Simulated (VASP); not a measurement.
# AlNi3 in VASP: a series of runs

AlNi3 is run at these levels: PBE; tasks: single point.

All numbers are computed with VASP 6.6.1; they aren't measurements. Logs are shortened: lines on timing, memory, paths and dates and some standing lists are left out, and cuts for length are marked.

## 1. The cell of the first run

Symmetry: Pm-3m, No. 221, cubic system. The conventional cell has a = 3.682 Å, b = 3.682 Å, c = 3.682 Å, α = 90.00°, β = 90.00°, γ = 90.00°. Within 3.4 Å of Al (site symmetry m-3m) lie 12 Ni at 2.60 Å. Within 3.4 Å of Ni (site symmetry 4/mmm) lie 4 Al at 2.60 Å and 8 Ni at 2.60 Å.

## 2. Single point, PBE, collinear spin, ferromagnetic start (volume scaled by 1.10)

File INCAR:

```
ALGO = Fast
EDIFF = 1E-6
ENCUT = 520
GGA = PE
ISIF = 2
ISMEAR = 0
ISPIN = 2
LASPH = T
LCHARG = F
LMAXMIX = 4
LORBIT = 11
LREAL = F
LWAVE = F
MAGMOM = 0 0.3 0.3 0.3
NBANDS = 28
NELM = 150
PREC = Accurate
SIGMA = 0.1
```

File KPOINTS:

```
k-points
0
Gamma
  12 12 12
```

File POSCAR:

```
AlNi3
1.0
    3.6818117075      0.0000000000      0.0000000000
    0.0000000000      3.6818117075      0.0000000000
    0.0000000000      0.0000000000      3.6818117075
Al Ni
1 3
Direct
    0.0000000000      0.0000000000      0.0000000000
    0.0000000000      0.5000000000      0.5000000000
    0.5000000000      0.0000000000      0.5000000000
    0.5000000000      0.5000000000      0.0000000000
```

Potentials or basis: VASP PAW PBE potentials, release 64 (Al, Ni).

Started as:

```sh
$ cat potpaw_PBE.64/Al/POTCAR potpaw_PBE.64/Ni/POTCAR > POTCAR
$ mpirun -np 1 vasp_std > vasp.out
```

OUTCAR:

```text
EDIFF = 1E-6
   ENCUT = 520
   GGA = PE
   ISIF = 2
   ISMEAR = 0
   ISPIN = 2
   LASPH = T
   LORBIT = 11
   LREAL = F
   NELM = 150
   PREC = Accurate

 ion  position               nearest neighbor table
   1  0.000  0.000  0.000-   2 2.60   3 2.60   4 2.60   2 2.60   3 2.60   2 2.60   4 2.60   2 2.60
                             3 2.60   4 2.60   3 2.60   4 2.60
   2  0.000  0.500  0.500-   1 2.60   3 2.60   4 2.60   1 2.60   4 2.60   1 2.60   3 2.60   1 2.60
                             3 2.60   4 2.60   4 2.60   3 2.60
   3  0.500  0.000  0.500-   1 2.60   2 2.60   4 2.60   1 2.60   4 2.60   2 2.60   4 2.60   4 2.60
                             1 2.60   2 2.60   1 2.60   2 2.60
   4  0.500  0.500  0.000-   1 2.60   2 2.60   3 2.60   2 2.60   3 2.60   1 2.60   3 2.60   3 2.60
                             1 2.60   2 2.60   2 2.60   1 2.60

  LATTYP: Found a simple cubic cell.
 ALAT       =     3.6818117075

  Lattice vectors:

 A1 = (   3.6818117075,   0.0000000000,   0.0000000000)
 A2 = (   0.0000000000,   3.6818117075,   0.0000000000)
 A3 = (   0.0000000000,   0.0000000000,   3.6818117075)

Analysis of symmetry for initial positions (statically):
=====================================================================
 Subroutine PRICEL returns:
 Original cell was already a primitive cell.

 Routine SETGRP: Setting up the symmetry group for a
 simple cubic supercell.

 Subroutine GETGRP returns: Found 48 space group operations
 (whereof 48 operations were pure point group operations)
 out of a pool of 48 trial point group operations.

The static configuration has the point symmetry O_h .

Analysis of symmetry for dynamics (positions and initial velocities):
=====================================================================
 Subroutine PRICEL returns:
 Original cell was already a primitive cell.

 Routine SETGRP: Setting up the symmetry group for a
 simple cubic supercell.

 Subroutine GETGRP returns: Found 48 space group operations
 (whereof 48 operations were pure point group operations)
 out of a pool of 48 trial point group operations.

The dynamic configuration has the point symmetry O_h .

Analysis of structural, dynamic, and magnetic symmetry:
=====================================================================
 Subroutine PRICEL returns:
 Original cell was already a primitive cell.

 Routine SETGRP: Setting up the symmetry group for a
 simple cubic supercell.

 Subroutine GETGRP returns: Found 48 space group operations
 (whereof 48 operations were pure point group operations)
 out of a pool of 48 trial point group operations.

The overall configuration has the point symmetry O_h .

 Subroutine INISYM returns: Found 48 space group operations
 (whereof 48 operations are pure point group operations),
 and found     1 'primitive' translations

----------------------------------------------------------------------------------------

                                     Primitive cell

  volume of cell :      49.9097

  direct lattice vectors                    reciprocal lattice vectors
     3.681811708  0.000000000  0.000000000     0.271605416  0.000000000  0.000000000
     0.000000000  3.681811708  0.000000000     0.000000000  0.271605416  0.000000000
     0.000000000  0.000000000  3.681811708     0.000000000  0.000000000  0.271605416

  length of vectors
     3.681811708  3.681811708  3.681811708     0.271605416  0.271605416  0.271605416

  position of ions in fractional coordinates (direct lattice)
     0.000000000  0.000000000  0.000000000
     0.000000000  0.500000000  0.500000000
     0.500000000  0.000000000  0.500000000
     0.500000000  0.500000000  0.000000000

  ion indices of the primitive-cell ions
   primitive index   ion index
                 1           1
                 2           2
                 3           3
                 4           4

----------------------------------------------------------------------------------------

 KPOINTS: k-points

Automatic generation of k-mesh.
 Grid dimensions read from file:
 generate k-points for:   12   12   12

 Generating k-lattice:

  Cartesian coordinates                     Fractional coordinates (reciprocal lattice)
     0.022633785  0.000000000  0.000000000     0.083333333  0.000000000  0.000000000
     0.000000000  0.022633785  0.000000000     0.000000000  0.083333333  0.000000000
     0.000000000  0.000000000  0.022633785     0.000000000  0.000000000  0.083333333

  Length of vectors
     0.022633785  0.022633785  0.022633785

  Shift w.r.t. Gamma in fractional coordinates (k-lattice)
     0.000000000  0.000000000  0.000000000

 Subroutine IBZKPT returns following result:
 ===========================================

 Found     84 irreducible k-points:

 Following reciprocal coordinates:
            Coordinates               Weight
  0.000000  0.000000  0.000000      1.000000
  0.083333  0.000000  0.000000      6.000000
  0.166667  0.000000  0.000000      6.000000
[... 87 lines left out ...]
      2       4.4499      1.00000
      3       5.0454      1.00000
      4       5.0454      1.00000
      5       5.3358      1.00000
      6       5.3358      1.00000
[... 20 lines left out ...]
     27      21.2702      0.00000
     28      21.2702      0.00000

 k-point     2 :       0.0833    0.0000    0.0000
  band No.  band energies     occupation
      1      -0.9956      1.00000
      2       4.4707      1.00000
      3       4.9951      1.00000
      4       5.0925      1.00000
      5       5.3472      1.00000
      6       5.3472      1.00000
[... 20 lines left out ...]
     27      20.7496      0.00000
     28      20.8647      0.00000

 k-point     3 :       0.1667    0.0000    0.0000
  band No.  band energies     occupation
      1      -0.7611      1.00000
      2       4.4674      1.00000
      3       4.8669      1.00000
      4       5.2285      1.00000
      5       5.3799      1.00000
      6       5.3799      1.00000
[... 616 lines left out ...]
      3       4.2202      1.00000
      4       5.4523      1.00000
      5       5.4559      1.00000
      6       5.7447      1.00000
[... 20 lines left out ...]
     27      21.1308      0.00000
     28      21.4378      0.00000

 k-point    24 :       0.4167    0.3333    0.0000
  band No.  band energies     occupation
      1       1.8302      1.00000
      2       3.5291      1.00000
      3       4.4303      1.00000
      4       5.4799      1.00000
      5       5.4842      1.00000
      6       5.8381      1.00000
[... 20 lines left out ...]
     27      20.7938      0.00000
     28      21.0439      0.00000

 [... further k-points ...]

 spin component 2

 k-point     1 :       0.0000    0.0000    0.0000
  band No.  band energies     occupation
      1      -1.1098      1.00000
      2       4.5330      1.00000
      3       5.2095      1.00000
      4       5.2095      1.00000
      5       5.6438      1.00000
      6       5.6438      1.00000
[... 20 lines left out ...]
     27      21.2648      0.00000
     28      21.2648      0.00000

 k-point     2 :       0.0833    0.0000    0.0000
  band No.  band energies     occupation
      1      -1.0311      1.00000
      2       4.5525      1.00000
      3       5.1496      1.00000
      4       5.2582      1.00000
      5       5.6511      1.00000
      6       5.6511      1.00000
[... 20 lines left out ...]
     27      20.7450      0.00000
     28      20.8654      0.00000

 k-point     3 :       0.1667    0.0000    0.0000
  band No.  band energies     occupation
      1      -0.7968      1.00000
      2       4.5400      1.00000
      3       4.9952      1.00000
      4       5.3986      1.00000
      5       5.6709      1.00000
      6       5.6709      1.00000
[... 616 lines left out ...]
      3       4.2477      1.00000
      4       5.5625      1.00000
      5       5.6445      1.00000
      6       6.0055      1.00000
[... 20 lines left out ...]
     27      21.1714      0.00000
     28      21.4443      0.00000

 k-point    24 :       0.4167    0.3333    0.0000
  band No.  band energies     occupation
      1       1.7998      1.00000
      2       3.5374      1.00000
      3       4.4890      1.00000
      4       5.5672      1.00000
      5       5.6443      1.00000
      6       6.1331      1.00000
[... 20 lines left out ...]
     27      20.7840      0.00000
     28      21.0427      0.00000

 [... further k-points ...]
[... 5 lines left out ...]
  --------------------------------------------------------------------------------------
  -------------------------------------------------------------------------------------
  Total       -4.3057533     -4.3057533     -4.3057533      0.0000000      0.0000000     -0.0000000
  in kB     -138.2213087   -138.2213087   -138.2213087      0.0000000      0.0000000     -0.0000000
  external PRESSURE =    -138.2213087 kB  Pullay stress =       0.0000000 kB

 VOLUME and BASIS-vectors are now :
 -----------------------------------------------------------------------------
  energy-cutoff  :      520.00
  volume of cell :       49.91
      direct lattice vectors                 reciprocal lattice vectors
     3.681811708  0.000000000  0.000000000     0.271605416  0.000000000  0.000000000
     0.000000000  3.681811708  0.000000000     0.000000000  0.271605416  0.000000000
     0.000000000  0.000000000  3.681811708     0.000000000  0.000000000  0.271605416

 POSITION                                       TOTAL-FORCE (eV/Angst)
 -----------------------------------------------------------------------------------
      0.00000      0.00000      0.00000         0.000000      0.000000      0.000000
      0.00000      1.84091      1.84091         0.000000      0.000000      0.000000
      1.84091      0.00000      1.84091         0.000000      0.000000      0.000000
      1.84091      1.84091      0.00000         0.000000      0.000000      0.000000
 -----------------------------------------------------------------------------------
    total drift:                                0.000000      0.000000      0.000000

  FREE ENERGIE OF THE ION-ELECTRON SYSTEM (eV)
  ---------------------------------------------------
  free  energy   TOTEN  =       -21.6934125819 eV

  energy  without entropy=      -21.6752098343  energy(sigma->0) =      -21.68431121

 total charge

# of ion       s       p       d       tot
------------------------------------------
    1        0.400   0.353   0.000   0.753
    2        0.452   0.433   8.341   9.226
    3        0.452   0.433   8.341   9.226
    4        0.452   0.433   8.341   9.226
--------------------------------------------------
tot          1.756   1.651  25.023  28.430

 magnetization (x)

# of ion       s       p       d       tot
------------------------------------------
    1       -0.001  -0.008   0.000  -0.009
    2       -0.003  -0.010   0.286   0.273
    3       -0.003  -0.010   0.286   0.273
    4       -0.003  -0.010   0.286   0.273
--------------------------------------------------
tot         -0.011  -0.038   0.858   0.809
```

It took 1.9 min on 1 thread of Intel Xeon Platinum 8559C (Emerald Rapids), shared host; peak memory 0.29 GiB.

What came out:

```
Free energy                                           : -21.6934 eV
Pressure                                              : -13.8 GPa
Net moment                                            : 0.75 μB per cell
Site moments                                          : Al -0.01; Ni +0.27 μB
Valence electrons inside the program's atomic spheres : Al 0.75; Ni 9.23
```

Levels at points of the mesh, in eV from the Fermi level:
Spin up:
| k point | band 14 | band 15 | band 16 | band 17 | band 18 | band 19 | band 20 | band 21 |
| --- | --- | --- | --- | --- | --- | --- | --- | --- |
| (0.00, 0.00, 0.00) | -0.15 | -0.15 | -0.15 | 0.86 | 0.86 | 0.86 | 6.00 | 6.00 |
| (0.50, 0.00, 0.00) | -1.04 | -0.95 | -0.48 | -0.15 | 4.99 | 4.99 | 5.28 | 5.28 |
| (0.50, 0.50, 0.00) | -1.07 | -0.92 | -0.88 | -0.53 | 0.66 | 0.66 | 7.38 | 7.70 |
| (0.50, 0.50, 0.50) | -0.96 | -0.96 | -0.29 | -0.29 | -0.29 | 0.01 | 2.73 | 3.53 |
Spin down:
```
           k point  band 12  band 13  band 14  band 15  band 16  band 17  band 18  band 19  band 20  band 21
(0.00, 0.00, 0.00)    -0.35     0.01     0.31     0.31     0.31     0.82     0.82     0.82     6.09     6.09
(0.50, 0.00, 0.00)    -0.89    -0.78    -0.78    -0.70    -0.29     0.31     5.04     5.04     5.32     5.32
(0.50, 0.50, 0.00)    -0.97    -0.97    -0.95    -0.68    -0.48    -0.38     0.97     0.97     7.40     7.73
(0.50, 0.50, 0.50)    -0.99    -0.99    -0.77    -0.77    -0.02     0.10     0.10     0.10     2.83     3.74
```

## 3. Single point, PBE, collinear spin, ferromagnetic start (uniaxial strain along a: +2.0 %)

File INCAR:

```
ALGO     = Fast           # electronic algorithm
EDIFF    = 1E-6           # SCF threshold, eV
ENCUT    = 520            # plane-wave cutoff, eV
GGA      = PE             # functional
ISIF     = 2              # what is computed and relaxed
ISMEAR   = 0              # smearing method
ISPIN    = 2              # spin polarisation
LASPH    = True           # aspherical terms in the spheres
LCHARG   = True           # write CHGCAR
LELF     = True           # ELF
LMAXMIX  = 4              # l up to which the mixer works
LORBIT   = 11             # projections on sites
LREAL    = False          # projectors in reciprocal space
LVHAR    = True         
LWAVE    = False          # write WAVECAR
MAGMOM   = 0 0.3 0.3 0.3  # initial moments
NBANDS   = 28             # bands
NELM     = 150            # most SCF steps
PREC     = Accurate       # precision mode
SIGMA    = 0.1            # smearing width, eV
```

File KPOINTS:

```
k-points
0
Gamma
  14 14 14
```

File POSCAR:

```
AlNi3
1.0
    3.6380124725      0.0000000000      0.0000000000
    0.0000000000      3.5488455001      0.0000000000
    0.0000000000      0.0000000000      3.5488455001
Al Ni
1 3
Direct
    0.0000000000      0.0000000000      0.0000000000
    0.0000000000      0.5000000000      0.5000000000
    0.5000000000      0.0000000000      0.5000000000
    0.5000000000      0.5000000000      0.0000000000
```

Potentials or basis: VASP PAW PBE potentials, release 64 (Al, Ni).

Started as:

```sh
$ cat potpaw_PBE.64/Al/POTCAR potpaw_PBE.64/Ni/POTCAR > POTCAR
$ mpirun -np 1 vasp_std > vasp.out
```

It took 8.3 min on 1 thread of Intel Xeon 6975P-C, shared host; peak memory 0.57 GiB.

Results (log left out):

| Quantity | Value |
| --- | --- |
| Free energy | -21.8976 eV |
| Pressure | -1.7 GPa |
| Net moment | 0.71 μB per cell |
| Site moments | Al -0.01; Ni +0.24, +0.26 μB |
| Valence electrons inside the program's atomic spheres | Al 0.79; Ni 9.37, 9.36 |

Stress tensor (GPa, compression positive):
```
-3.38  0.00  0.00
 0.00 -0.93  0.00
 0.00  0.00 -0.93
```

Levels at points of the mesh, in eV from the Fermi level:
Spin up:
| k point | band 13 | band 14 | band 15 | band 16 | band 17 | band 18 | band 19 | band 20 | band 21 | band 22 |
| --- | --- | --- | --- | --- | --- | --- | --- | --- | --- | --- |
| (0.00, 0.00, 0.00) | -0.27 | -0.13 | -0.13 | -0.04 | 0.53 | 1.04 | 1.04 | 6.22 | 6.62 | 7.19 |
| (0.50, 0.00, 0.00) | -1.15 | -1.15 | -1.04 | -0.45 | -0.04 | 5.37 | 5.37 | 5.63 | 5.63 | 6.48 |
| (0.00, 0.50, 0.00) | -1.20 | -1.11 | -1.02 | -0.53 | -0.13 | 5.22 | 5.27 | 5.63 | 5.71 | 6.28 |
| (0.50, 0.50, 0.00) | -1.27 | -1.17 | -0.99 | -0.97 | -0.58 | 0.76 | 0.77 | 8.09 | 8.12 | 8.27 |
| (0.00, 0.50, 0.50) | -1.24 | -1.14 | -0.94 | -0.91 | -0.55 | 0.86 | 0.86 | 7.84 | 7.88 | 7.88 |
| (0.50, 0.50, 0.50) | -1.25 | -1.11 | -0.99 | -0.30 | -0.25 | -0.25 | -0.13 | 3.26 | 3.85 | 3.98 |
Spin down:
| k point | band 12 | band 13 | band 14 | band 15 | band 16 | band 17 | band 18 | band 19 | band 20 | band 21 |
| --- | --- | --- | --- | --- | --- | --- | --- | --- | --- | --- |
| (0.00, 0.00, 0.00) | -0.33 | 0.00 | 0.30 | 0.30 | 0.41 | 0.49 | 1.01 | 1.01 | 6.31 | 6.71 |
| (0.50, 0.00, 0.00) | -1.07 | -0.84 | -0.84 | -0.80 | -0.26 | 0.41 | 5.42 | 5.42 | 5.67 | 5.67 |
| (0.00, 0.50, 0.00) | -0.96 | -0.94 | -0.90 | -0.79 | -0.35 | 0.30 | 5.28 | 5.32 | 5.68 | 5.75 |
| (0.50, 0.50, 0.00) | -1.14 | -1.09 | -1.03 | -0.78 | -0.58 | -0.44 | 1.05 | 1.06 | 8.11 | 8.16 |
| (0.00, 0.50, 0.50) | -1.06 | -1.06 | -1.04 | -0.72 | -0.53 | -0.42 | 1.15 | 1.15 | 7.86 | 7.92 |
| (0.50, 0.50, 0.50) | -1.10 | -1.10 | -0.93 | -0.81 | -0.16 | 0.07 | 0.12 | 0.12 | 3.35 | 4.05 |

Caveat: the cell differs from its parent crystal (uniaxial strain along a: +2.0 %).

## 4. Single point, PBE, collinear spin, ferromagnetic start (biaxial strain in the a-b plane: +2.0 %)

File INCAR:

```
SYSTEM = AlNi3
ALGO = Fast ; EDIFF = 1E-6
ENCUT = 520 ; GGA = PE
ISIF = 2 ; ISMEAR = 0
ISPIN = 2 ; LASPH = .TRUE.
LCHARG = .FALSE. ; LMAXMIX = 4
LORBIT = 11 ; LREAL = .FALSE.
LWAVE = .FALSE. ; MAGMOM = 0 0.3 0.3 0.3
NBANDS = 28 ; NELM = 150
PREC = Accurate ; SIGMA = 0.1
```

File KPOINTS:

```
k-points
0
G
  14 14 14
  0 0 0
```

File POSCAR:

```
AlNi3
1.0
    3.6380124605      0.0000000000      0.0000000000
    0.0000000000      3.6380124605      0.0000000000
    0.0000000000      0.0000000000      3.5238787362
Al Ni
1 3
Direct
    0.0000000000      0.0000000000      0.0000000000
    0.0000000000      0.5000000000      0.5000000000
    0.5000000000      0.0000000000      0.5000000000
    0.5000000000      0.5000000000      0.0000000000
```

Started as:

```sh
$ cat potpaw_PBE.64/Al/POTCAR potpaw_PBE.64/Ni/POTCAR > POTCAR
$ mpirun -np 1 vasp_std > vasp.out
```

Run time: 9 min. Hardware: 1 thread of Intel Xeon 6975P-C, shared host; peak memory 0.58 GiB.

Results (log left out):

- Free energy: -21.8789 eV
- Pressure: -4.7 GPa
- Net moment: 0.71 μB per cell
- Site moments: Al -0.01; Ni +0.25, +0.27 μB
- Valence electrons inside the program's atomic spheres: Al 0.78; Ni 9.34, 9.33

Stress tensor (GPa, compression positive):
```
-5.59  0.00  0.00
 0.00 -5.59  0.00
 0.00  0.00 -3.07
```

Levels at points of the mesh, in eV from the Fermi level:
Spin up:
```
           k point  band 13  band 14  band 15  band 16  band 17  band 18  band 19  band 20  band 21  band 22
(0.00, 0.00, 0.00)    -0.27    -0.18    -0.08    -0.08     0.65     0.65     1.32     6.15     6.38     7.15
(0.50, 0.00, 0.00)    -1.16    -1.12    -1.02    -0.47    -0.08     5.04     5.26     5.57     5.83     6.29
(0.50, 0.50, 0.00)    -1.29    -1.18    -1.00    -0.98    -0.58     0.69     0.69     8.10     8.29     8.29
(0.00, 0.00, 0.50)    -1.24    -1.03    -0.99    -0.56    -0.18     5.36     5.36     5.36     5.36     6.20
(0.50, 0.00, 0.50)    -1.20    -1.11    -0.94    -0.91    -0.55     0.80     0.81     7.77     7.78     7.97
(0.50, 0.50, 0.50)    -1.21    -1.10    -0.96    -0.29    -0.29    -0.23    -0.10     3.15     3.80     3.80
```
Spin down:
| k point | band 13 | band 14 | band 15 | band 16 | band 17 | band 18 | band 19 | band 20 |
| --- | --- | --- | --- | --- | --- | --- | --- | --- |
| (0.00, 0.00, 0.00) | 0.00 | 0.24 | 0.37 | 0.37 | 0.61 | 0.61 | 1.28 | 6.24 |
| (0.50, 0.00, 0.00) | -0.86 | -0.82 | -0.78 | -0.28 | 0.37 | 5.09 | 5.30 | 5.62 |
| (0.50, 0.50, 0.00) | -1.09 | -1.05 | -0.80 | -0.59 | -0.43 | 0.98 | 0.98 | 8.11 |
| (0.00, 0.00, 0.50) | -0.93 | -0.88 | -0.76 | -0.38 | 0.24 | 5.41 | 5.41 | 5.42 |
| (0.50, 0.00, 0.50) | -1.01 | -0.98 | -0.72 | -0.53 | -0.42 | 1.10 | 1.11 | 7.79 |
| (0.50, 0.50, 0.50) | -1.05 | -0.92 | -0.77 | -0.13 | 0.08 | 0.08 | 0.15 | 3.24 |

Caveat: the cell differs from its parent crystal (biaxial strain in the a-b plane: +2.0 %).

## 5. Summary

```csv
cell,k mesh,gap on the mesh (eV),pressure (GPa),moment (μB)
"a = 3.682 Å, 4 atoms",12 × 12 × 12,none,-13.8,0.75
"a = 3.638, b = 3.549, c = 3.549 Å, 4 atoms",14 × 14 × 14,none,-1.7,0.71
"a = 3.638, b = 3.638, c = 3.524 Å, 4 atoms",14 × 14 × 14,none,-4.7,0.71
```

Alike in all rows: task single point; level PBE; potentials or basis VASP PAW PBE potentials, release 64 (Al, Ni); spin collinear, ferromagnetic start; cutoff (eV) 520; smearing gaussian 0.1 eV.

Absolute energies hang on the potentials; compare differences alone.
